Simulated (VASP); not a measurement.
# AlAs (F-43m) in VASP: further runs, part 2 of 2

VASP 6.6.1.

### 4 Single point, PBE (24.90 Å³/atom)

This run uses another cell than the first one, of 24.90 Å³/atom.

File INCAR:

```
  PREC = Accurate
  ENCUT = 500
  EDIFF = 1E-6
  ISMEAR = 0
  SIGMA = 0.01
  LREAL = False
  LASPH = True
  NELM = 120
  ALGO = Normal
  ISIF = 2
  LWAVE = False
  LCHARG = False
  GGA = PE
  NBANDS = 11
  GGA_COMPAT = False
```

File KPOINTS:

```
regular mesh
0
Gamma
  6 6 6
```

File POSCAR:

```
AlAs
1.0
    0.0000000000      2.9199739121      2.9199739121
    2.9199739121      0.0000000000      2.9199739121
    2.9199739121      2.9199739121      0.0000000000
Al As
1 1
Direct
    0.0000000000      0.0000000000      0.0000000000
    0.2500000000      0.2500000000      0.2500000000
```

Potentials or basis: VASP PAW PBE potentials, release 64 (Al, As).

Run with:

```bash
$ cat potpaw_PBE.64/Al/POTCAR potpaw_PBE.64/As/POTCAR > POTCAR
$ mpirun -np 1 vasp_std > vasp.out
```

OUTCAR:

```text
PREC = Accurate
   ENCUT = 500
   EDIFF = 1E-6
   ISMEAR = 0
   LREAL = False
   LASPH = True
   NELM = 120
   ISIF = 2
   GGA = PE

 ion  position               nearest neighbor table
   1  0.000  0.000  0.000-   2 2.53   2 2.53   2 2.53   2 2.53
   2  0.250  0.250  0.250-   1 2.53   1 2.53   1 2.53   1 2.53

  LATTYP: Found a face centered cubic cell.
 ALAT       =     5.8399478242

  Lattice vectors:

 A1 = (   0.0000000000,   2.9199739121,   2.9199739121)
 A2 = (   2.9199739121,   0.0000000000,   2.9199739121)
 A3 = (   2.9199739121,   2.9199739121,   0.0000000000)

Analysis of symmetry for initial positions (statically):
=====================================================================
 Subroutine PRICEL returns:
 Original cell was already a primitive cell.

 Routine SETGRP: Setting up the symmetry group for a
 face centered cubic supercell.

 Subroutine GETGRP returns: Found 24 space group operations
 (whereof 24 operations were pure point group operations)
 out of a pool of 48 trial point group operations.

The static configuration has the point symmetry T_d .

[... 160 lines left out ...]
      1      -8.2348      2.00000
      2       3.1347      2.00000
      3       3.1347      2.00000
      4       3.1347      2.00000
      5       4.4729      0.00000
      6       7.2596      0.00000
      7       7.2596      0.00000
      8       7.2596      0.00000
      9      11.5190      0.00000
     10      11.9600      0.00000
     11      11.9600      0.00000
[... 197 lines left out ...]
 k-point    16 :      -0.3333    0.5000    0.1667
  band No.  band energies     occupation
      1      -6.5371      2.00000
      2      -1.7979      2.00000
      3       0.5014      2.00000
      4       0.7245      2.00000
      5       6.2999      0.00000
      6       7.0542      0.00000
      7       9.8609      0.00000
      8      10.5260      0.00000
      9      13.0789      0.00000
     10      14.7350      0.00000
     11      15.0706      0.00000

------------------------ aborting loop because EDIFF is reached ----------------------------------------

  FORCE on cell =-STRESS in cart. coord.  units (eV):
  Direction    XX          YY          ZZ          XY          YZ          ZX
  --------------------------------------------------------------------------------------
  -------------------------------------------------------------------------------------
  Total       -1.0297731     -1.0297731     -1.0297731      0.0000000      0.0000000     -0.0000000
  in kB      -33.1348646    -33.1348646    -33.1348646      0.0000000      0.0000000     -0.0000000
  external PRESSURE =     -33.1348646 kB  Pullay stress =       0.0000000 kB

 VOLUME and BASIS-vectors are now :
 -----------------------------------------------------------------------------
  energy-cutoff  :      500.00
  volume of cell :       49.79
      direct lattice vectors                 reciprocal lattice vectors
     0.000000000  2.919973912  2.919973912    -0.171234407  0.171234407  0.171234407
     2.919973912  0.000000000  2.919973912     0.171234407 -0.171234407  0.171234407
     2.919973912  2.919973912  0.000000000     0.171234407  0.171234407 -0.171234407

 POSITION                                       TOTAL-FORCE (eV/Angst)
 -----------------------------------------------------------------------------------
      0.00000      0.00000      0.00000        -0.000000     -0.000000     -0.000000
      1.45999      1.45999      1.45999         0.000000      0.000000      0.000000
 -----------------------------------------------------------------------------------
    total drift:                                0.000000      0.000000      0.000000

  FREE ENERGIE OF THE ION-ELECTRON SYSTEM (eV)
  ---------------------------------------------------
  free  energy   TOTEN  =        -9.3485965505 eV

  energy  without entropy=       -9.3485965505  energy(sigma->0) =       -9.34859655
```

OSZICAR:

```text
N       E                     dE             d eps       ncg     rms          rms(c)
DAV:   1     0.134446193180E+02    0.13445E+02   -0.27800E+03   352   0.522E+02
DAV:   2    -0.867260122795E+01   -0.22117E+02   -0.21353E+02   458   0.837E+01
DAV:   3    -0.954765296529E+01   -0.87505E+00   -0.87381E+00   452   0.170E+01
DAV:   4    -0.955542551260E+01   -0.77725E-02   -0.77714E-02   417   0.192E+00
DAV:   5    -0.955559594639E+01   -0.17043E-03   -0.17043E-03   425   0.278E-01    0.297E+00
DAV:   6    -0.937345640551E+01    0.18214E+00   -0.36800E-01   379   0.211E+00    0.170E+00
DAV:   7    -0.934754431310E+01    0.25912E-01   -0.15325E-01   385   0.150E+00    0.662E-01
DAV:   8    -0.934832555203E+01   -0.78124E-03   -0.11279E-02   376   0.483E-01    0.118E-01
DAV:   9    -0.934841650026E+01   -0.90948E-04   -0.45575E-04   429   0.115E-01    0.689E-02
DAV:  10    -0.934859265302E+01   -0.17615E-03   -0.26016E-04   376   0.827E-02    0.104E-02
DAV:  11    -0.934859592270E+01   -0.32697E-05   -0.26597E-05   440   0.206E-02    0.563E-03
DAV:  12    -0.934859655054E+01   -0.62785E-06   -0.22717E-06   400   0.781E-03
   1 F= -.93485966E+01 E0= -.93485966E+01  d E =-.325342E-32
```

stdout:

```text
POSCAR found type information on POSCAR AlAs
 POSCAR found :  2 types and       2 ions
 scaLAPACK will be used
 LDA part: xc-table for (Slater+PW92), standard interpolation
 POSCAR, INCAR and KPOINTS ok, starting setup
 FFT: planning ... GRIDC
 FFT: planning ... GRID_SOFT
 FFT: planning ... GRID
 WAVECAR not read
 entering main loop
```

Wall time 9.4 s (1 thread of Intel Xeon 8259CL, shared host); peak memory 0.16 GiB.

Results:

- Free energy: -9.3486 eV
- Pressure: -3.3 GPa
- Band gap on the k mesh: 1.34 eV

Caveat: the cell stands under tension.

### 5 The runs side by side

```csv
cell,gap on the mesh (eV),pressure (GPa)
"a = 4.009 Å, angles 60.0°, 2 atoms",1.44,2.4
"a = 4.090 Å, angles 60.0°, 2 atoms",1.54,-1.7
"a = 4.129 Å, angles 60.0°, 2 atoms",1.34,-3.3
```

Alike in all rows: task single point; level PBE; potentials or basis VASP PAW PBE potentials, release 64 (Al, As); no spin polarisation; k mesh 6 × 6 × 6; cutoff (eV) 500; smearing gaussian 0.01 eV.

Caveats: the cell stands under tension (at least some runs).

Total energies depend on the potentials used, so only differences within one code and one set of settings carry meaning.
